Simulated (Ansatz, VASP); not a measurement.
## SnO2: VASP beside Ansatz

INCAR

```
SYSTEM = SnO2
PREC = Accurate
ENCUT = 520
EDIFF = 1E-7
ISMEAR = 0
SIGMA = 0.01
LREAL = .FALSE.
LASPH = .TRUE.
NELM = 60
ALGO = Normal
ISIF = 2
LWAVE = .FALSE.
LCHARG = .FALSE.
NBANDS = 35
```

KPOINTS

```
Automatic mesh
0
G
  4 4 6
  0 0 0
```

The input POSCAR:

```
SnO2
1.0
    4.7380000000      0.0000000000      0.0000000000
    0.0000000000      4.7380000000      0.0000000000
    0.0000000000      0.0000000000      3.1865000000
Sn O
2 4
Direct
    0.0000000000      0.0000000000      0.0000000000
    0.5000000000      0.5000000000      0.5000000000
    0.3071000000      0.3071000000      0.0000000000
    0.1929000000      0.8071000000      0.5000000000
    0.6929000000      0.6929000000      0.0000000000
    0.8071000000      0.1929000000      0.5000000000
```

Input for Ansatz:

```yaml
crystal:
  lattice:
    - [4.738, 0.0, 0.0]
    - [0.0, 4.738, 0.0]
    - [0.0, 0.0, 3.1865]
  atoms:
    - { symbol: Sn, position: [0.0, 0.0, 0.0] }
    - { symbol: Sn, position: [0.5, 0.5, 0.5] }
    - { symbol: O, position: [0.3071, 0.3071, 0.0] }
    - { symbol: O, position: [0.1929, 0.8071, 0.5] }
    - { symbol: O, position: [0.6929, 0.6929, 0.0] }
    - { symbol: O, position: [0.8071, 0.1929, 0.5] }
kpoints:
  mp_grid:
    grid: [4, 4, 6]
    shift: [0.0, 0.0, 0.0]
hamiltonian:
  xc: lda
scf:
  occupations:
    method: fixed
output:
  stress: true
  eigenvalues: true
```

Alike in both runs: task single point; functional LDA; k mesh 4 × 4 × 6; no spin polarisation.

|  | VASP | Ansatz |
| --- | --- | --- |
| version | VASP 6.6.1 | Ansatz 0.2.0 |
| potentials or method | VASP PAW LDA potentials, release 64 (Sn_d, O) | plane waves, PAW |
| plane-wave cutoff (eV) | 520 | 420 |
| occupations | gaussian, width 0.01 eV | fixed |
| valence electrons in the cell | 52 | 52 |

Ansatz gave:

- gap on the k mesh at the Fermi level (eV): 1.13
- pressure (GPa): -0.8
- traceless stress, the component that is largest in VASP (GPa): 0.69

Task: Which values does VASP return?

Result: gap on the k mesh at the Fermi level (eV): 1.17; pressure (GPa): 0.3; traceless stress, the component that is largest in VASP (GPa): 1.03.

LDA's correlation is that of Perdew and Zunger in VASP and of Perdew and Wang (1992) in Ansatz.
